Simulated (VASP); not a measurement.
# CdF2 (Fm-3m) in VASP: settings compared, part 2 of 2

VASP 6.6.1.

## 4. Single point, r2SCAN+D3(BJ), collinear spin

This run uses another cell than the first one, of 12.96 Å³/atom.

POSCAR reads:

```
CdF2
1.0
    0.0000000000      2.6887634311      2.6887634311
    2.6887634311      0.0000000000      2.6887634311
    2.6887634311      2.6887634311      0.0000000000
Cd F
1 2
Direct
    0.0000000000      0.0000000000      0.0000000000
    0.2500000000      0.2500000000      0.2500000000
    0.7500000000      0.7500000000      0.7500000000
```

INCAR.step1 reads:

```
ALGO = Normal ; EDIFF = 1E-4
ENCUT = 520 ; GGA = PE
ISMEAR = -1 ; ISPIN = 2
LASPH = T ; LCHARG = F
LREAL = F ; LWAVE = T
MAGMOM = 0.2 0.2 0.2 ; NBANDS = 24
NELM = 150 ; PREC = Accurate
SIGMA = 0.0521
```

INCAR.step2 reads:

```
ALGO = Normal ; EDIFF = 1E-6
ENCUT = 520 ; ISIF = 2
ISMEAR = -1 ; ISPIN = 2
ISTART = 1 ; IVDW = 12
LASPH = T ; LCHARG = F
LMIXTAU = T ; LORBIT = 11
LREAL = F ; LWAVE = F
MAGMOM = 0.2 0.2 0.2 ; METAGGA = R2SCAN
NBANDS = 24 ; NELM = 150
PREC = Accurate ; SIGMA = 0.0521
VDW_A1 = 0.49484001 ; VDW_A2 = 5.73083694
VDW_S6 = 1.0 ; VDW_S8 = 0.78981345
```

KPOINTS reads:

```
k-points
0
Gamma
  6 6 6
```

Potentials or basis: VASP PAW PBE potentials, release 64 (Cd, F).

Run with:

```bash
$ cat potpaw_PBE.64/Cd/POTCAR potpaw_PBE.64/F/POTCAR > POTCAR
$ cp INCAR.step1 INCAR
$ mpirun -np 1 vasp_std > vasp.out
$ cp INCAR.step2 INCAR
$ mpirun -np 1 vasp_std > vasp.out
```

OUTCAR:

```text
EDIFF = 1E-6
   ENCUT = 520
   ISIF = 2
   ISMEAR = -1
   ISPIN = 2
   ISTART = 1
   IVDW = 12
   LASPH = T
   LORBIT = 11
   LREAL = F
   METAGGA = R2SCAN
   NELM = 150
   PREC = Accurate
 IVDW          = 12

 ion  position               nearest neighbor table
   1  0.000  0.000  0.000-   3 2.33   3 2.33   3 2.33   2 2.33   3 2.33   2 2.33   2 2.33   2 2.33

   2  0.250  0.250  0.250-   1 2.33   1 2.33   1 2.33   1 2.33
   3  0.750  0.750  0.750-   1 2.33   1 2.33   1 2.33   1 2.33

  LATTYP: Found a face centered cubic cell.
 ALAT       =     5.3775268622

  Lattice vectors:

 A1 = (   0.0000000000,   2.6887634311,   2.6887634311)
 A2 = (   2.6887634311,   0.0000000000,   2.6887634311)
 A3 = (   2.6887634311,   2.6887634311,   0.0000000000)

Analysis of symmetry for initial positions (statically):
=====================================================================
 Subroutine PRICEL returns:
 Original cell was already a primitive cell.

 Routine SETGRP: Setting up the symmetry group for a
 face centered cubic supercell.

 Subroutine GETGRP returns: Found 48 space group operations
 (whereof 48 operations were pure point group operations)
 out of a pool of 48 trial point group operations.

The static configuration has the point symmetry O_h .

Analysis of symmetry for dynamics (positions and initial velocities):
=====================================================================
 Subroutine PRICEL returns:
 Original cell was already a primitive cell.

 Routine SETGRP: Setting up the symmetry group for a
 face centered cubic supercell.

 Subroutine GETGRP returns: Found 48 space group operations
 (whereof 48 operations were pure point group operations)
 out of a pool of 48 trial point group operations.

The dynamic configuration has the point symmetry O_h .

Analysis of structural, dynamic, and magnetic symmetry:
=====================================================================
 Subroutine PRICEL returns:
 Original cell was already a primitive cell.

 Routine SETGRP: Setting up the symmetry group for a
 face centered cubic supercell.

 Subroutine GETGRP returns: Found 48 space group operations
 (whereof 48 operations were pure point group operations)
 out of a pool of 48 trial point group operations.

The overall configuration has the point symmetry O_h .

 Subroutine INISYM returns: Found 48 space group operations
 (whereof 48 operations are pure point group operations),
 and found     1 'primitive' translations

----------------------------------------------------------------------------------------

                                     Primitive cell

  volume of cell :      38.8766

  direct lattice vectors                    reciprocal lattice vectors
     0.000000000  2.688763431  2.688763431    -0.185959090  0.185959090  0.185959090
     2.688763431  0.000000000  2.688763431     0.185959090 -0.185959090  0.185959090
     2.688763431  2.688763431  0.000000000     0.185959090  0.185959090 -0.185959090

  length of vectors
     3.802485710  3.802485710  3.802485710     0.322090591  0.322090591  0.322090591

  position of ions in fractional coordinates (direct lattice)
     0.000000000  0.000000000  0.000000000
     0.250000000  0.250000000  0.250000000
     0.750000000  0.750000000  0.750000000

  ion indices of the primitive-cell ions
   primitive index   ion index
[... 63 lines left out ...]
   LASPH  =      T    aspherical Exc in radial PAW
   ENCUT  =  520.0 eV  38.22 Ry    6.18 a.u.   7.07  7.07  7.07*2*pi/ulx,y,z
   NELM   =    150;   NELMIN=  2; NELMDL=  0     # of ELM steps
   EDIFF  = 0.1E-05   stopping-criterion for ELM
   LREAL  =      F    real-space projection
   EDIFFG = 0.1E-04   stopping-criterion for IOM
   NSW    =      0    number of steps for IOM
   IBRION =     -1    ionic relax: 0-MD 1-quasi-New 2-CG
   NFREE  =      0    steps in history (QN), initial steepest desc. (CG)
   ISIF   =      2    stress and relaxation
   ISYM   =      2    0-nonsym 1-usesym 2-fastsym
   POTIM  = 0.5000    time-step for ionic-motion
   TEBEG  =    0.0;   TEEND  =   0.0 temperature during run
   PSTRESS=    0.0 pullay stress
   NELECT =      26.0000    total number of electrons
   NUPDOWN=      -1.0000    fix difference up-down
   EMIN   =  10.00;   EMAX   =-10.00  energy-range for DOS
   EFERMI =   0.00;   METHOD = LEGACY
   ISMEAR =    -1;   SIGMA  =   0.05  broadening in eV -4-tet -1-fermi 0-gaus
   EFERMI_NEDOS =   21; number of points for ismear=-14 and -15
   IALGO  =     38    algorithm
   IMIX   =      4    mixing-type and parameters
     AMIX     =   0.40;   BMIX     =  1.00
     AMIX_MAG =   1.60;   BMIX_MAG =  1.00
  volume/ion in A,a.u.               =      12.96        87.45
  Fermi-wavevector in a.u.,A,eV,Ry     =   1.431649  2.705425 27.886775  2.049620
  Thomas-Fermi vector in A             =   2.551363
   LORBIT       =     11    0 simple, 1 ext, 2 COOP (PROOUT), +10 PAW based schemes
   METAGGA = R2SCAN    functional components
   LHFCALC =     F    Hartree Fock is set to
   AEXX    =    0.0000 exact exchange contribution
   IVDW    =    12    specifies the selected vdW correction
   LEPSILON=     F    determine dielectric tensor
   LRPA    =     F    only Hartree local field effects (RPA)
 spin polarized calculation
  energy-cutoff  :      520.00
  volume of cell :       38.88
 maximum number of plane-waves:      1063
   NGX = 15   NGY = 15   NGZ = 15

 number of electron      25.9999994 magnetization       0.0000000

 number of electron      25.9999994 magnetization      -0.0000000

 Free energy of the ion-electron system (eV)
  ---------------------------------------------------
  ext. energy  EPLUGINS =         0.00000000
  ---------------------------------------------------
  free energy    TOTEN  =       -33.71681559 eV

  energy without entropy =      -33.71681559  energy(sigma->0) =      -33.71681559

 E-fermi :  -0.5560     XC(G=0): -11.0823

 val. band max:       -1.8442735186   @ k =  -0.3333   0.5000   0.1667
 cond. band min:       1.9481594986   @ k =   0.0000   0.0000   0.0000
 fundamental gap:      3.7924330171
 Fermi energy:        -0.5559923242

 spin component 1

 k-point     1 :       0.0000    0.0000    0.0000
  band No.  band energies     occupation
      1     -23.7957      1.00000
      2     -22.7143      1.00000
      3      -7.4720      1.00000
      4      -7.4720      1.00000
      5      -7.4720      1.00000
      6      -6.2065      1.00000
[... 421 lines left out ...]
     23      25.7615      0.00000
     24      28.2175      0.00000
 Fermi energy:        -0.5559923242

 spin component 2

 k-point     1 :       0.0000    0.0000    0.0000
  band No.  band energies     occupation
      1     -23.7957      1.00000
      2     -22.7143      1.00000
      3      -7.4720      1.00000
      4      -7.4720      1.00000
      5      -7.4720      1.00000
      6      -6.2065      1.00000
[... 421 lines left out ...]
     23      25.7615      0.00000
     24      28.2175      0.00000

------------------------ aborting loop because EDIFF is reached ----------------------------------------

 Edisp (eV)   -0.23802

 E8    (eV) :    -0.0681

  FORCE on cell =-STRESS in cart. coord.  units (eV):
  Direction    XX          YY          ZZ          XY          YZ          ZX
  --------------------------------------------------------------------------------------
  -------------------------------------------------------------------------------------
  Total       0.17256     0.17256     0.17256     0.00000    -0.00000    -0.00000
  in kB       7.11156     7.11156     7.11156     0.00000    -0.00000    -0.00000
  external pressure =        7.11 kB  Pullay stress =        0.00 kB

 VOLUME and BASIS-vectors are now :
 -----------------------------------------------------------------------------
  energy-cutoff  :      520.00
  volume of cell :       38.88
      direct lattice vectors                 reciprocal lattice vectors
     0.000000000  2.688763431  2.688763431    -0.185959090  0.185959090  0.185959090
     2.688763431  0.000000000  2.688763431     0.185959090 -0.185959090  0.185959090
     2.688763431  2.688763431  0.000000000     0.185959090  0.185959090 -0.185959090

 POSITION                                       TOTAL-FORCE (eV/Angst)
 -----------------------------------------------------------------------------------
      0.00000      0.00000      0.00000         0.000000      0.000000      0.000000
      1.34438      1.34438      1.34438        -0.000000     -0.000000      0.000000
      4.03315      4.03315      4.03315         0.000000      0.000000     -0.000000
 -----------------------------------------------------------------------------------
    total drift:                                0.000000      0.000000      0.000000

  FREE ENERGIE OF THE ION-ELECTRON SYSTEM (eV)
  ---------------------------------------------------
  free  energy   TOTEN  =       -33.9548340946 eV

  energy  without entropy=      -33.9548340946  energy(sigma->0) =      -33.95483409

 total charge

# of ion       s       p       d       tot
------------------------------------------
    1        0.209   0.185   9.707  10.101
    2        1.743   4.375   0.000   6.118
    3        1.743   4.375   0.000   6.118
--------------------------------------------------
tot          3.694   8.935   9.707  22.336

 magnetization (x)

# of ion       s       p       d       tot
------------------------------------------
    1       -0.000  -0.000   0.000   0.000
    2       -0.000   0.000   0.000  -0.000
    3       -0.000   0.000   0.000  -0.000
--------------------------------------------------
tot         -0.000   0.000   0.000   0.000
```

Run time: 2.9 min. Hardware: 1 thread of Intel Xeon 8259CL, shared host; peak memory 0.2 GiB.

Results:

| Item | Value |
| --- | --- |
| Free energy | -33.9548 eV |
| Pressure | 0.7 GPa |
| Band gap on the k mesh | 3.79 eV (least direct gap 4.27 eV) |
| Net moment | 0.00 μB per cell |
| Valence electrons inside the program's atomic spheres | Cd 10.10; F 6.12 |
| Dispersion energy per atom | -0.079 eV |

Levels at points of the mesh, in eV from the valence-band top:
Spin up:
```tsv
k point	band 9	band 10	band 11	band 12	band 13	band 14	band 15	band 16	band 17	band 18
(0.00, 0.00, 0.00)	-0.98	-0.98	-0.47	-0.47	-0.47	3.79	13.66	13.66	13.66	18.00
(0.50, 0.00, 0.00)	-2.29	-1.85	-1.85	-0.38	-0.38	8.05	9.74	15.67	15.67	19.02
(0.50, 0.50, 0.00)	-2.98	-2.98	-0.50	-0.07	-0.07	8.95	10.60	12.22	15.38	15.38
```
Spin down:
| k point | band 9 | band 10 | band 11 | band 12 | band 13 | band 14 | band 15 | band 16 | band 17 | band 18 |
| --- | --- | --- | --- | --- | --- | --- | --- | --- | --- | --- |
| (0.00, 0.00, 0.00) | -0.98 | -0.98 | -0.47 | -0.47 | -0.47 | 3.79 | 13.66 | 13.66 | 13.66 | 18.00 |
| (0.50, 0.00, 0.00) | -2.29 | -1.85 | -1.85 | -0.38 | -0.38 | 8.05 | 9.74 | 15.67 | 15.67 | 19.02 |
| (0.50, 0.50, 0.00) | -2.98 | -2.98 | -0.50 | -0.07 | -0.07 | 8.95 | 10.60 | 12.22 | 15.38 | 15.38 |

Caveat: three body term missing; the PAW data sets were made with another functional, which shifts forces and pressure a little.
